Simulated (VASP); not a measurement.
Here is a VASP 6.6.1 calculation.

Contents of INCAR:

```
SYSTEM = I
PREC = Accurate ; ENCUT = 600
EDIFF = 1E-6 ; ISMEAR = -1
SIGMA = 0.05 ; LREAL = .False.
LASPH = .True. ; NELM = 60
ALGO = Normal ; ISIF = 3
LWAVE = .False. ; LCHARG = .False.
GGA = PS ; IBRION = 2
NSW = 80 ; EDIFFG = -0.02
PSTRESS = 100.0
```

KPOINTS

```
regular mesh
0
Gamma
  7 7 3
  0 0 0
```

POSCAR

```
I
1.0
    3.6350350000     -2.3950200000      0.0000000000
    3.6350350000      2.3950200000      0.0000000000
    0.0000000000      0.0000000000      9.7934400000
I
4
Direct
    0.6493000000      0.3507000000      0.3844000000
    0.1493000000      0.8507000000      0.1156000000
    0.3507000000      0.6493000000      0.6156000000
    0.8507000000      0.1493000000      0.8844000000
```

Potentials or basis: VASP PAW PBE potentials, release 64 (I).

The run is started by

```console
$ cat potpaw_PBE.64/I/POTCAR > POTCAR
$ mpirun -np 1 vasp_std > vasp.out
```

(1) Predict the band gap on the k mesh.

(2) Estimate the space group after relaxing (to 0.1 Å).

(3) Predict the relaxed volume.

## Answers

(1) 0.13 eV (least direct gap 0.80 eV).

(2) Cmce (No. 64).

(3) 28.72 Å³/atom.

Caveat: the cell is relaxed towards a set pressure, so the run minimises the enthalpy, not the energy; the volume moved by over 15 % at a fixed basis, so the end points are rough; this functional lacks dispersion, which holds the molecules together, so the pressure and a relaxed volume are unreliable; the PAW data sets were made with another functional, which shifts forces and pressure a little; spin-orbit coupling is left out, which moves the levels of the heavy elements.
